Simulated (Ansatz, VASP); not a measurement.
**Two plane-wave programs on Hf3H4C2**

```
Hf H C
1.0
     5.80993    0.00000    0.00000
    -2.90496    5.03155    0.00000
     0.00000    0.00000    3.20932
Hf H C
3 4 2
Direct
  0.98751 0.62577 0.50000
  0.37423 0.36174 0.50000
  0.63826 0.01249 0.50000
  0.79052 0.96445 0.00000
  0.03555 0.82606 0.00000
  0.17394 0.20948 0.00000
  0.33333 0.66667 0.00000
  0.00000 0.00000 0.50000
  0.66667 0.33333 0.00000
```

Change from the starting cell: species swapped into the Tm3In4Co2 type (P-6, No. 174).

Alike in both runs: task relaxation of cell and atoms; functional PBE; k mesh 6 × 6 × 12; occupations gaussian, width 0.1 eV; no spin polarisation.

```csv
,VASP,Ansatz
version,VASP 6.6.1,Ansatz 0.2.0
potentials or method,"VASP PAW PBE potentials, release 64 (Hf_pv, H, C), cutoff 600 eV","scalar-relativistic, plane waves, PAW"
valence electrons in the cell,42,90
```

```csv
,VASP,Ansatz,Ansatz less VASP
"gap on the k mesh at the Fermi level, each at its own relaxed structure (eV)",none,none,-
relaxed volume (Å³/atom),10.40,10.43,+0.030
relaxed length of the cell vector where the two differ most in proportion (Å),3.205,3.209,+0.0037
```

A gap of «none» marks a metal or a gap that the smearing closes. VASP's potentials hold 42 valence electrons a cell and Ansatz's 90, so a difference there can come from the potentials and not from the codes.

Neither program's run includes spin-orbit coupling.
